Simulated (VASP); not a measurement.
# Ta (Im-3m) in VASP: density of states with PBE

Aim: the density of states of Ta with PBE.

Program: VASP 6.6.1. These are calculated values, not measurements. Logs are shortened: lines on timing, memory, paths and dates and some standing lists are left out, and cuts for length are marked.

### 1 The cell of the first run

The structure is cubic, space group Im-3m (No. 229). Conventional cell: a = 3.278 Å, b = 3.278 Å, c = 3.278 Å, α = 90.00°, β = 90.00°, γ = 90.00°. Within 3.7 Å of Ta (site symmetry m-3m) lie 14 Ta at 2.84 to 3.28 Å.

### 2 Density of states, PBE

POSCAR reads:

```
Ta
1.0
   -1.6391410000      1.6391410000      1.6391410000
    1.6391410000     -1.6391410000      1.6391410000
    1.6391410000      1.6391410000     -1.6391410000
Ta
1
Direct
    0.0000000000      0.0000000000      0.0000000000
```

INCAR.step1 reads:

```
SYSTEM = Ta
PREC     = Accurate       ! precision mode
ENCUT    = 520            ! plane-wave cutoff, eV
EDIFF    = 1E-6           ! SCF threshold, eV
ISMEAR   = 0              ! smearing method
SIGMA    = 0.1523         ! smearing width, eV
LREAL    = .FALSE.        ! projectors in reciprocal space
LASPH    = .TRUE.         ! aspherical terms in the spheres
NELM     = 100            ! most SCF steps
ALGO     = Normal         ! electronic algorithm
ISIF     = 2              ! what is computed and relaxed
LWAVE    = .FALSE.        ! write WAVECAR
LCHARG   = .TRUE.         ! write CHGCAR
LMAXMIX  = 4              ! l up to which the mixer works
GGA      = PE             ! functional
NBANDS   = 12             ! bands
```

KPOINTS.step1 reads:

```
regular mesh
0
G
  14 14 14
  0 0 0
```

INCAR.step2 reads:

```
SYSTEM = Ta
PREC     = Accurate       ! precision mode
ENCUT    = 520            ! plane-wave cutoff, eV
EDIFF    = 1E-6           ! SCF threshold, eV
ISMEAR   = -5             ! smearing method
SIGMA    = 0.1523         ! smearing width, eV
LREAL    = .FALSE.        ! projectors in reciprocal space
LASPH    = .TRUE.         ! aspherical terms in the spheres
NELM     = 100            ! most SCF steps
ALGO     = Normal         ! electronic algorithm
ISIF     = 2              ! what is computed and relaxed
LWAVE    = .FALSE.        ! write WAVECAR
LCHARG   = .FALSE.        ! write CHGCAR
LMAXMIX  = 4              ! l up to which the mixer works
GGA      = PE             ! functional
LORBIT   = 11             ! projections on sites
NEDOS    = 2001           ! points of the DOS
ICHARG   = 11             ! starting density
```

KPOINTS.step2 reads:

```
regular mesh
0
G
  21 21 21
  0 0 0
```

Potentials or basis: VASP PAW PBE potentials, release 64 (Ta_pv).

On the command line:

```sh
cat potpaw_PBE.64/Ta_pv/POTCAR > POTCAR
cp INCAR.step1 INCAR
cp KPOINTS.step1 KPOINTS
mpirun -np 1 vasp_std > vasp.out
cp INCAR.step2 INCAR
cp KPOINTS.step2 KPOINTS
mpirun -np 1 vasp_std > vasp.out
```

OUTCAR:

```text
SYSTEM = Ta
   PREC = Accurate
   ENCUT = 520
   EDIFF = 1E-6
   ISMEAR = -5
   LREAL = .FALSE.
   LASPH = .TRUE.
   NELM = 100
   ISIF = 2
   GGA = PE
   LORBIT = 11
   ICHARG = 11

 ion  position               nearest neighbor table
   1  0.000  0.000  0.000-

  LATTYP: Found a body centered cubic cell.
 ALAT       =     3.2782820000

  Lattice vectors:

 A1 = (  -1.6391410000,   1.6391410000,   1.6391410000)
 A2 = (   1.6391410000,  -1.6391410000,   1.6391410000)
 A3 = (   1.6391410000,   1.6391410000,  -1.6391410000)

Analysis of symmetry for initial positions (statically):
=====================================================================
 Subroutine PRICEL returns:
 Original cell was already a primitive cell.

 Routine SETGRP: Setting up the symmetry group for a
 body centered cubic supercell.

 Subroutine GETGRP returns: Found 48 space group operations
 (whereof 48 operations were pure point group operations)
 out of a pool of 48 trial point group operations.

The static configuration has the point symmetry O_h .

Analysis of symmetry for dynamics (positions and initial velocities):
=====================================================================
 Subroutine PRICEL returns:
 Original cell was already a primitive cell.

 Routine SETGRP: Setting up the symmetry group for a
 body centered cubic supercell.

 Subroutine GETGRP returns: Found 48 space group operations
 (whereof 48 operations were pure point group operations)
 out of a pool of 48 trial point group operations.

The dynamic configuration has the point symmetry O_h .

 Subroutine INISYM returns: Found 48 space group operations
 (whereof 48 operations are pure point group operations),
 and found     1 'primitive' translations

----------------------------------------------------------------------------------------

                                     Primitive cell

  volume of cell :      17.6161

  direct lattice vectors                    reciprocal lattice vectors
    -1.639141000  1.639141000  1.639141000     0.000000000  0.305037822  0.305037822
     1.639141000 -1.639141000  1.639141000     0.305037822  0.000000000  0.305037822
     1.639141000  1.639141000 -1.639141000     0.305037822  0.305037822  0.000000000

  length of vectors
     2.839075493  2.839075493  2.839075493     0.431388624  0.431388624  0.431388624

  position of ions in fractional coordinates (direct lattice)
     0.000000000  0.000000000  0.000000000

  ion indices of the primitive-cell ions
   primitive index   ion index
                 1           1

----------------------------------------------------------------------------------------

 KPOINTS: regular mesh

Automatic generation of k-mesh.
 Grid dimensions read from file:
 generate k-points for:   21   21   21

 Generating k-lattice:

  Cartesian coordinates                     Fractional coordinates (reciprocal lattice)
     0.000000000  0.014525611  0.014525611     0.047619048  0.000000000  0.000000000
     0.014525611  0.000000000  0.014525611     0.000000000  0.047619048  0.000000000
     0.014525611  0.014525611  0.000000000     0.000000000  0.000000000  0.047619048

  Length of vectors
     0.020542315  0.020542315  0.020542315

  Shift w.r.t. Gamma in fractional coordinates (k-lattice)
     0.000000000  0.000000000  0.000000000

 TETIRR: Found  10986 inequivalent tetrahedra from    55566

 Subroutine IBZKPT returns following result:
 ===========================================

 Found    286 irreducible k-points:

 Following reciprocal coordinates:
            Coordinates               Weight
  0.000000  0.000000  0.000000      1.000000
  0.047619  0.000000  0.000000     12.000000
  0.095238  0.000000  0.000000     12.000000
  0.142857  0.000000  0.000000     12.000000
  0.190476  0.000000  0.000000     12.000000
  0.238095  0.000000  0.000000     12.000000
[... 16 lines left out ...]
  0.142857  0.095238  0.000000     48.000000
  0.190476  0.095238  0.000000     48.000000
 [... further k-points ...]
   k-points           NKPTS =    286   k-points in BZ     NKDIM =    286   number of bands    NBANDS=      9
   number of dos      NEDOS =   2001   number of ions     NIONS =      1
   total plane-waves  NPLWV =  13824
   dimension x,y,z NGX =    24 NGY =   24 NGZ =   24
   dimension x,y,z NGXF=    48 NGYF=   48 NGZF=   48
   ions per type =               1
   NGX,Y,Z   is equivalent  to a cutoff of  14.05, 14.05, 14.05 a.u.
   NGXF,Y,Z  is equivalent  to a cutoff of  28.11, 28.11, 28.11 a.u.
 SYSTEM =  Ta
   PREC   = accura    normal or accurate (medium, high low for compatibility)
   ISTART =      0    job   : 0-new  1-cont  2-samecut
   ICHARG =     11    charge: 1-file 2-atom 10-const
   ISPIN  =      1    spin polarized calculation?
   LNONCOLLINEAR =      F non collinear calculations
   LSORBIT =      F    spin-orbit coupling
   LASPH  =      T    aspherical Exc in radial PAW
   ENCUT  =  520.0 eV  38.22 Ry    6.18 a.u.   5.28  5.28  5.28*2*pi/ulx,y,z
   NELM   =    100;   NELMIN=  2; NELMDL=  0     # of ELM steps
   EDIFF  = 0.1E-05   stopping-criterion for ELM
   LREAL  =      F    real-space projection
   EDIFFG = 0.1E-04   stopping-criterion for IOM
   NSW    =      0    number of steps for IOM
   IBRION =     -1    ionic relax: 0-MD 1-quasi-New 2-CG
   NFREE  =      0    steps in history (QN), initial steepest desc. (CG)
   ISIF   =      2    stress and relaxation
   ISYM   =      2    0-nonsym 1-usesym 2-fastsym
   POTIM  = 0.5000    time-step for ionic-motion
   TEBEG  =    0.0;   TEEND  =   0.0 temperature during run
   PSTRESS=    0.0 pullay stress
   NELECT =      11.0000    total number of electrons
   NUPDOWN=      -1.0000    fix difference up-down
   EMIN   =  10.00;   EMAX   =-10.00  energy-range for DOS
   EFERMI =   0.00;   METHOD = LEGACY
   ISMEAR =    -5;   SIGMA  =   0.15  broadening in eV -4-tet -1-fermi 0-gaus
   EFERMI_NEDOS =   21; number of points for ismear=-14 and -15
   IALGO  =     38    algorithm
   IMIX   =      4    mixing-type and parameters
     AMIX     =   0.40;   BMIX     =  1.00
     AMIX_MAG =   1.60;   BMIX_MAG =  1.00
  volume/ion in A,a.u.               =      17.62       118.88
  Fermi-wavevector in a.u.,A,eV,Ry     =   1.399274  2.644244 26.639766  1.957968
  Thomas-Fermi vector in A             =   2.522350
   LORBIT       =     11    0 simple, 1 ext, 2 COOP (PROOUT), +10 PAW based schemes
   GGA     = PE    functional components
   LHFCALC =     F    Hartree Fock is set to
   AEXX    =    0.0000 exact exchange contribution
   IVDW    =     0    specifies the selected vdW correction
   LEPSILON=     F    determine dielectric tensor
   LRPA    =     F    only Hartree local field effects (RPA)
 non-spin polarized calculation
 Fermi weights with tetrahedron method with Bloechl corrections
  energy-cutoff  :      520.00
  volume of cell :       17.62
 maximum number of plane-waves:       487
 NGX is ok and might be reduce to    24

 number of electron      11.0000002 magnetization

 Free energy of the ion-electron system (eV)
  ---------------------------------------------------
  ext. energy  EPLUGINS =         0.00000000
  ---------------------------------------------------
  free energy    TOTEN  =       -11.79601482 eV

  energy without entropy =      -11.79601482  energy(sigma->0) =      -11.79601482

 E-fermi :   5.6513     XC(G=0): -12.7326

 val. band max:        5.7069226635   @ k =  -0.1905   0.2381   0.1429
 cond. band min:       5.6703262190   @ k =  -0.2857   0.2857   0.1429
 fundamental gap:     -0.0365964445
 Fermi energy:         5.6513117878

 k-point     1 :       0.0000    0.0000    0.0000
  band No.  band energies     occupation
      1     -27.3175      2.00000
      2     -27.3175      2.00000
      3     -27.3175      2.00000
      4      -2.3334      2.00000
      5       6.4009      0.00000
      6       6.4009      0.00000
      7       6.4009      0.00000
      8       9.7538      0.00000
      9       9.7538      0.00000

 k-point     2 :       0.0476    0.0000    0.0000
  band No.  band energies     occupation
      1     -27.3482      2.00000
      2     -27.3269      2.00000
      3     -27.3177      2.00000
      4      -2.2285      2.00000
      5       6.3317      0.00000
      6       6.3822      0.00000
      7       6.5034      0.00000
      8       9.6367      0.00000
      9       9.7534      0.00000

 k-point     3 :       0.0952    0.0000    0.0000
  band No.  band energies     occupation
      1     -27.4369      2.00000
      2     -27.3541      2.00000
      3     -27.3182      2.00000
      4      -1.9221      2.00000
      5       6.1370      0.00000
      6       6.3077      0.00000
      7       6.8083      0.00000
      8       9.3671      0.00000
      9       9.7568      0.00000

 k-point     4 :       0.1429    0.0000    0.0000
  band No.  band energies     occupation
      1     -27.5736      2.00000
      2     -27.3964      2.00000
      3     -27.3191      2.00000
      4      -1.4397      2.00000
      5       5.8499     -0.05286
      6       6.1388     -0.00073
      7       7.3090      0.00000
      8       9.1211      0.00000
      9       9.7757      0.00000

 k-point     5 :       0.1905    0.0000    0.0000
  band No.  band energies     occupation
      1     -27.7436      2.00000
      2     -27.4498      2.00000
      3     -27.3202      2.00000
      4      -0.8273      2.00000
      5       5.5113      1.89412
      6       5.8759     -0.19353
      7       7.9932      0.00000
      8       9.0323      0.00000
      9       9.8245      0.00000

 k-point     6 :       0.2381    0.0000    0.0000
  band No.  band energies     occupation
      1     -27.9300      2.00000
      2     -27.5093      2.00000
      3     -27.3214      2.00000
      4      -0.1591      2.00000
      5       5.1602      2.00215
      6       5.6132      1.66027
      7       8.8425      0.00000
      8       9.1152      0.00000
      9       9.9146      0.00000
[... 169 lines left out ...]
 k-point    21 :       0.4762    0.0476    0.0000
  band No.  band energies     occupation
      1     -28.5700      2.00000
      2     -27.7322      2.00000
      3     -27.3382      2.00000
      4       1.2682      2.00000
      5       4.0760      2.00000
      6       7.2096      0.00000
      7       9.6058      0.00000
      8      10.7830      0.00000
      9      13.7738      0.00000

 k-point    22 :       0.0952    0.0952    0.0000
  band No.  band energies     occupation
      1     -27.6480      2.00000
      2     -27.3950      2.00000
      3     -27.3466      2.00000
      4      -1.1600      2.00000
      5       5.7919      0.15770
      6       5.8941     -0.08449
      7       7.6688      0.00000
      8       8.8945      0.00000
      9       9.9240      0.00000

 k-point    23 :       0.1429    0.0952    0.0000
  band No.  band energies     occupation
      1     -27.8015      2.00000
      2     -27.4459      2.00000
      3     -27.3556      2.00000
      4      -0.5606      2.00000
      5       5.4855      1.96395
      6       5.6162      1.23749
      7       8.3789      0.00000
      8       8.7674      0.00000
      9      10.0647      0.00000

 k-point    24 :       0.1905    0.0952    0.0000
  band No.  band energies     occupation
      1     -27.9678      2.00000
      2     -27.5107      2.00000
      3     -27.3600      2.00000
      4       0.1044      2.00000
      5       5.1408      2.00732
      6       5.3661      2.07521
      7       8.7935      0.00000
      8       9.2644      0.00000
      9      10.2111      0.00000

 [... further k-points ...]
[... 5 lines left out ...]
  --------------------------------------------------------------------------------------
  -------------------------------------------------------------------------------------
  Total        0.8808909      0.8808909      0.8808909     -0.0000000     -0.0000000      0.0000000
  in kB       80.1168330     80.1168330     80.1168330     -0.0000000     -0.0000000      0.0000000
  external PRESSURE =      80.1168330 kB  Pullay stress =       0.0000000 kB

 VOLUME and BASIS-vectors are now :
 -----------------------------------------------------------------------------
  energy-cutoff  :      520.00
  volume of cell :       17.62
      direct lattice vectors                 reciprocal lattice vectors
    -1.639141000  1.639141000  1.639141000     0.000000000  0.305037822  0.305037822
     1.639141000 -1.639141000  1.639141000     0.305037822  0.000000000  0.305037822
     1.639141000  1.639141000 -1.639141000     0.305037822  0.305037822  0.000000000

 POSITION                                       TOTAL-FORCE (eV/Angst)
 -----------------------------------------------------------------------------------
      0.00000      0.00000      0.00000         0.000000      0.000000      0.000000
 -----------------------------------------------------------------------------------
    total drift:                                0.000000      0.000000     -0.000000

  FREE ENERGIE OF THE ION-ELECTRON SYSTEM (eV)
  ---------------------------------------------------
  free  energy   TOTEN  =       -11.7960148247 eV

  energy  without entropy=      -11.7960148247  energy(sigma->0) =      -11.79601482

 total charge

# of ion       s       p       d       tot
------------------------------------------
    1        0.377   6.176   2.424   8.977
```

It took 46 s on 1 thread of Intel Xeon 8259CL, shared host; peak memory 0.19 GiB.

Results:

```
Valence electrons inside the program's atomic spheres : Ta 8.98
```

Levels at points of the mesh, in eV from the Fermi level:
```
           k point  band 2  band 3  band 4  band 5  band 6  band 7  band 8  band 9
(0.00, 0.00, 0.00)  -32.97  -32.97   -7.98    0.75    0.75    0.75    4.10    4.10
```

Caveat: spin-orbit coupling is left out, which moves the levels of the heavy elements; tetrahedron occupations give inexact forces and stress in metals.
